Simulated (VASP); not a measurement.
# BiCCl (Pmmn) in VASP: single point with PBE

Aim: the single point of BiCCl with PBE.

Everything below comes from runs of VASP 6.6.1. Logs are shortened: lines on timing, memory, paths and dates and some standing lists are left out, and cuts for length are marked.

## (1) The cell of the first run

The structure is orthorhombic, space group Pmmn (No. 59). The conventional cell has a = 3.849 Å, b = 4.438 Å, c = 9.395 Å, α = 90.00°, β = 90.00°, γ = 90.00°. Bi (site symmetry mm2) has 4 C at 2.32 to 2.49 Å and 2 Cl at 2.79 Å within 3.1 Å. Within 3.1 Å of C (site symmetry mm2) lie 4 Bi at 2.32 to 2.49 Å and 4 C at 3.07 Å. Cl (site symmetry mm2) has 2 Bi at 2.79 Å and 1 C at 3.59 Å within 3.7 Å.

The cell was generated, and may not be a known phase.

## (2) Single point, PBE

INCAR reads:

```
ALGO = Normal ; EDIFF = 1E-7
ENCUT = 520 ; GGA = PE
ISIF = 2 ; ISMEAR = 0
LASPH = True ; LCHARG = True
LELF = True ; LREAL = False
LVHAR = True ; LWAVE = False
NBANDS = 35 ; NELM = 60
PREC = Accurate ; SIGMA = 0.02
```

KPOINTS reads:

```
k-points
0
Gamma
  10 8 4
```

POSCAR reads:

```
BiCCl
1.0
    3.8486250871      0.0000000000      0.0000000000
    0.0000000000      4.4379388092      0.0000000000
    0.0000000000      0.0000000000      9.3952733442
Bi C Cl
2 2 2
Direct
    0.5000000000      0.0000000000      0.3802158442
    0.0000000000      0.5000000000      0.6197841558
    0.5000000000      0.5000000000      0.4518444149
    0.0000000000      0.0000000000      0.5481555851
    0.0000000000      0.0000000000      0.1657688445
    0.5000000000      0.5000000000      0.8342311555
```

Potentials or basis: VASP PAW PBE potentials, release 64 (Bi_d, C, Cl).

Started as:

```
$ cat potpaw_PBE.64/Bi_d/POTCAR potpaw_PBE.64/C/POTCAR potpaw_PBE.64/Cl/POTCAR > POTCAR
$ mpirun -np 1 vasp_std > vasp.out
```

OUTCAR:

```text
EDIFF = 1E-7
   ENCUT = 520
   GGA = PE
   ISIF = 2
   ISMEAR = 0
   LASPH = True
   LREAL = False
   NELM = 60
   PREC = Accurate

 ion  position               nearest neighbor table
   1  0.500  0.000  0.380-   3 2.32   3 2.32   4 2.49   4 2.49   5 2.79   5 2.79   2 3.70   2 3.70
                             2 3.70   2 3.70
   2  0.000  0.500  0.620-   4 2.32   4 2.32   3 2.49   3 2.49   6 2.79   6 2.79   1 3.70   1 3.70
                             1 3.70   1 3.70
   3  0.500  0.500  0.452-   1 2.32   1 2.32   2 2.49   2 2.49
   4  0.000  0.000  0.548-   2 2.32   2 2.32   1 2.49   1 2.49
   5  0.000  0.000  0.166-   1 2.79   1 2.79
   6  0.500  0.500  0.834-   2 2.79   2 2.79

  LATTYP: Found a simple orthorhombic cell.
 ALAT       =     3.8486250871
 B/A-ratio  =     1.1531231826
 C/A-ratio  =     2.4412025416

  Lattice vectors:

 A1 = (   3.8486250871,   0.0000000000,   0.0000000000)
 A2 = (   0.0000000000,   4.4379388092,   0.0000000000)
 A3 = (   0.0000000000,   0.0000000000,   9.3952733442)

Analysis of symmetry for initial positions (statically):
=====================================================================
 Subroutine PRICEL returns:
 Original cell was already a primitive cell.

 Routine SETGRP: Setting up the symmetry group for a
 simple orthorhombic supercell.

 Subroutine GETGRP returns: Found  8 space group operations
 (whereof  4 operations were pure point group operations)
 out of a pool of  8 trial point group operations.

The static configuration has the point symmetry C_2v.
 The point group associated with its full space group is D_2h.

Analysis of symmetry for dynamics (positions and initial velocities):
=====================================================================
 Subroutine PRICEL returns:
 Original cell was already a primitive cell.

 Routine SETGRP: Setting up the symmetry group for a
 simple orthorhombic supercell.

 Subroutine GETGRP returns: Found  8 space group operations
 (whereof  4 operations were pure point group operations)
 out of a pool of  8 trial point group operations.

The dynamic configuration has the point symmetry C_2v.
 The point group associated with its full space group is D_2h.

 Subroutine INISYM returns: Found  8 space group operations
 (whereof  4 operations are pure point group operations),
 and found     1 'primitive' translations

----------------------------------------------------------------------------------------

                                     Primitive cell

  volume of cell :     160.4709

  direct lattice vectors                    reciprocal lattice vectors
     3.848625087  0.000000000  0.000000000     0.259833051  0.000000000  0.000000000
     0.000000000  4.437938809  0.000000000     0.000000000  0.225329831  0.000000000
     0.000000000  0.000000000  9.395273344     0.000000000  0.000000000  0.106436499

  length of vectors
     3.848625087  4.437938809  9.395273344     0.259833051  0.225329831  0.106436499

  position of ions in fractional coordinates (direct lattice)
     0.500000000  0.000000000  0.380215844
     0.000000000  0.500000000  0.619784156
     0.500000000  0.500000000  0.451844415
     0.000000000  0.000000000  0.548155585
     0.000000000  0.000000000  0.165768845
     0.500000000  0.500000000  0.834231155

  ion indices of the primitive-cell ions
   primitive index   ion index
                 1           1
                 2           2
                 3           3
                 4           4
                 5           5
                 6           6

----------------------------------------------------------------------------------------

 KPOINTS: k-points

Automatic generation of k-mesh.
 Grid dimensions read from file:
 generate k-points for:   10    8    4

 Generating k-lattice:

  Cartesian coordinates                     Fractional coordinates (reciprocal lattice)
     0.025983305  0.000000000  0.000000000     0.100000000  0.000000000  0.000000000
     0.000000000  0.028166229  0.000000000     0.000000000  0.125000000  0.000000000
     0.000000000  0.000000000  0.026609125     0.000000000  0.000000000  0.250000000

  Length of vectors
     0.025983305  0.028166229  0.026609125

  Shift w.r.t. Gamma in fractional coordinates (k-lattice)
     0.000000000  0.000000000  0.000000000

 Subroutine IBZKPT returns following result:
 ===========================================

 Found     90 irreducible k-points:

 Following reciprocal coordinates:
            Coordinates               Weight
  0.000000  0.000000  0.000000      1.000000
  0.100000  0.000000  0.000000      2.000000
  0.200000  0.000000  0.000000      2.000000
  0.300000  0.000000  0.000000      2.000000
  0.400000  0.000000  0.000000      2.000000
  0.500000  0.000000  0.000000      1.000000
[... 16 lines left out ...]
  0.400000  0.375000  0.000000      4.000000
  0.500000  0.375000  0.000000      2.000000
 [... further k-points ...]
   k-points           NKPTS =     90   k-points in BZ     NKDIM =     90   number of bands    NBANDS=     35
   number of dos      NEDOS =    301   number of ions     NIONS =      6
   total plane-waves  NPLWV =  75600
   dimension x,y,z NGX =    30 NGY =   36 NGZ =   70
   dimension x,y,z NGXF=    60 NGYF=   72 NGZF=  140
   ions per type =               2   2   2
   NGX,Y,Z   is equivalent  to a cutoff of  12.96, 13.49, 12.39 a.u.
   NGXF,Y,Z  is equivalent  to a cutoff of  25.92, 26.97, 24.77 a.u.
 SYSTEM =  unknown system
   PREC   = accura    normal or accurate (medium, high low for compatibility)
   ISTART =      0    job   : 0-new  1-cont  2-samecut
   ICHARG =      2    charge: 1-file 2-atom 10-const
   ISPIN  =      1    spin polarized calculation?
   LNONCOLLINEAR =      F non collinear calculations
   LSORBIT =      F    spin-orbit coupling
   LASPH  =      T    aspherical Exc in radial PAW
   ENCUT  =  520.0 eV  38.22 Ry    6.18 a.u.   7.16  8.25 17.47*2*pi/ulx,y,z
   NELM   =     60;   NELMIN=  2; NELMDL= -5     # of ELM steps
   EDIFF  = 0.1E-06   stopping-criterion for ELM
   LREAL  =      F    real-space projection
   EDIFFG = 0.1E-05   stopping-criterion for IOM
   NSW    =      0    number of steps for IOM
   IBRION =     -1    ionic relax: 0-MD 1-quasi-New 2-CG
   NFREE  =      0    steps in history (QN), initial steepest desc. (CG)
   ISIF   =      2    stress and relaxation
   ISYM   =      2    0-nonsym 1-usesym 2-fastsym
   POTIM  = 0.5000    time-step for ionic-motion
   TEBEG  =    0.0;   TEEND  =   0.0 temperature during run
   PSTRESS=    0.0 pullay stress
   NELECT =      52.0000    total number of electrons
   NUPDOWN=      -1.0000    fix difference up-down
   EMIN   =  10.00;   EMAX   =-10.00  energy-range for DOS
   EFERMI =   0.00;   METHOD = LEGACY
   ISMEAR =     0;   SIGMA  =   0.02  broadening in eV -4-tet -1-fermi 0-gaus
   EFERMI_NEDOS =   21; number of points for ismear=-14 and -15
   IALGO  =     38    algorithm
   IMIX   =      4    mixing-type and parameters
     AMIX     =   0.40;   BMIX     =  1.00
     AMIX_MAG =   1.60;   BMIX_MAG =  1.00
  volume/ion in A,a.u.               =      26.75       180.49
  Fermi-wavevector in a.u.,A,eV,Ry     =   1.124460  2.124920 17.203332  1.264409
  Thomas-Fermi vector in A             =   2.261131
   LORBIT       =      0    0 simple, 1 ext, 2 COOP (PROOUT), +10 PAW based schemes
   GGA     = PE    functional components
   LHFCALC =     F    Hartree Fock is set to
   AEXX    =    0.0000 exact exchange contribution
   IVDW    =     0    specifies the selected vdW correction
   LEPSILON=     F    determine dielectric tensor
   LRPA    =     F    only Hartree local field effects (RPA)
 non-spin polarized calculation
 Gauss-broadening in eV      SIGMA  =   0.02
  energy-cutoff  :      520.00
  volume of cell :      160.47
 maximum number of plane-waves:      4352
 NGX is ok and might be reduce to    30
   NGX = 15   NGY = 17   NGZ = 35

 number of electron      51.9999996 magnetization

 Free energy of the ion-electron system (eV)
  ---------------------------------------------------
  ext. energy  EPLUGINS =         0.00000000
  ---------------------------------------------------
  free energy    TOTEN  =       -24.32607507 eV

  energy without entropy =      -24.32607507  energy(sigma->0) =      -24.32607507

 E-fermi :   2.6082     XC(G=0):  -8.2482

 val. band max:        2.4383631968   @ k =   0.0000   0.2500   0.0000
 cond. band min:       2.6954656907   @ k =   0.5000   0.2500   0.5000
 fundamental gap:      0.2571024938
 Fermi energy:         2.6082398924

 k-point     1 :       0.0000    0.0000    0.0000
  band No.  band energies     occupation
      1     -20.4490      2.00000
      2     -20.4150      2.00000
      3     -20.4119      2.00000
      4     -20.4015      2.00000
      5     -20.3946      2.00000
      6     -20.3634      2.00000
[... 27 lines left out ...]
     34       8.9875      0.00000
     35       9.0427      0.00000

 k-point     2 :       0.1000    0.0000    0.0000
  band No.  band energies     occupation
      1     -20.4460      2.00000
      2     -20.4160      2.00000
      3     -20.4075      2.00000
      4     -20.3973      2.00000
      5     -20.3938      2.00000
      6     -20.3723      2.00000
[... 27 lines left out ...]
     34       8.9269      0.00000
     35       9.1807      0.00000

 k-point     3 :       0.2000    0.0000    0.0000
  band No.  band energies     occupation
      1     -20.4451      2.00000
      2     -20.4075      2.00000
      3     -20.3986      2.00000
      4     -20.3948      2.00000
      5     -20.3915      2.00000
      6     -20.3832      2.00000
[... 27 lines left out ...]
     34       9.3800      0.00000
     35       9.5991      0.00000
[... 723 lines left out ...]
 k-point    23 :       0.4000    0.3750    0.0000
  band No.  band energies     occupation
      1     -20.4551      2.00000
      2     -20.4492      2.00000
      3     -20.3803      2.00000
      4     -20.3763      2.00000
      5     -20.3496      2.00000
      6     -20.3415      2.00000
[... 27 lines left out ...]
     34       9.1074      0.00000
     35      10.2005      0.00000

 k-point    24 :       0.5000    0.3750    0.0000
  band No.  band energies     occupation
      1     -20.4566      2.00000
      2     -20.4566      2.00000
      3     -20.3763      2.00000
      4     -20.3763      2.00000
      5     -20.3448      2.00000
      6     -20.3448      2.00000
[... 27 lines left out ...]
     34       9.0569      0.00000
     35      10.4050      0.00000

 [... further k-points ...]

------------------------ aborting loop because EDIFF is reached ----------------------------------------

  FORCE on cell =-STRESS in cart. coord.  units (eV):
  Direction    XX          YY          ZZ          XY          YZ          ZX
  --------------------------------------------------------------------------------------
  -------------------------------------------------------------------------------------
  Total       -0.0011388     -0.0138907      0.0067135      0.0000000      0.0000000      0.0000000
  in kB       -0.0113697     -0.1386878      0.0670287      0.0000000      0.0000000      0.0000000
  external PRESSURE =      -0.0276763 kB  Pullay stress =       0.0000000 kB

 VOLUME and BASIS-vectors are now :
 -----------------------------------------------------------------------------
  energy-cutoff  :      520.00
  volume of cell :      160.47
      direct lattice vectors                 reciprocal lattice vectors
     3.848625087  0.000000000  0.000000000     0.259833051  0.000000000  0.000000000
     0.000000000  4.437938809  0.000000000     0.000000000  0.225329831  0.000000000
     0.000000000  0.000000000  9.395273344     0.000000000  0.000000000  0.106436499

 POSITION                                       TOTAL-FORCE (eV/Angst)
 -----------------------------------------------------------------------------------
      1.92431      0.00000      3.57223         0.000000      0.000000     -0.023914
      0.00000      2.21897      5.82304         0.000000      0.000000      0.023914
      1.92431      2.21897      4.24520         0.000000      0.000000     -0.004613
      0.00000      0.00000      5.15007         0.000000      0.000000      0.004613
      0.00000      0.00000      1.55744         0.000000      0.000000     -0.001218
      1.92431      2.21897      7.83783         0.000000      0.000000      0.001218
 -----------------------------------------------------------------------------------
    total drift:                                0.000000      0.000000      0.000000

  FREE ENERGIE OF THE ION-ELECTRON SYSTEM (eV)
  ---------------------------------------------------
  free  energy   TOTEN  =       -24.3260750692 eV

  energy  without entropy=      -24.3260750692  energy(sigma->0) =      -24.32607507
```

Wall time 7.2 min (1 thread of Intel Xeon Platinum 8375C at 2.90GHz (Ice Lake), shared host); peak memory 0.55 GiB.

What came out:

| Quantity | Value |
| --- | --- |
| Free energy | -24.3261 eV |
| Pressure | 0.0 GPa |
| Largest force | 0.024 eV/Å |
| Band gap on the k mesh | 0.26 eV (least direct gap 0.67 eV) |

Forces in eV/Å, atoms in the order of the input:
```
Bi   0.000  0.000 -0.024
Bi   0.000  0.000  0.024
C    0.000  0.000 -0.005
C    0.000  0.000  0.005
Cl   0.000  0.000 -0.001
Cl   0.000  0.000  0.001
```

Caveat: spin-orbit coupling is left out, which moves the levels of the heavy elements; this functional lacks dispersion, which binds layers or chains, so the pressure and a relaxed spacing across them are unreliable. A k mesh can miss the band edges.
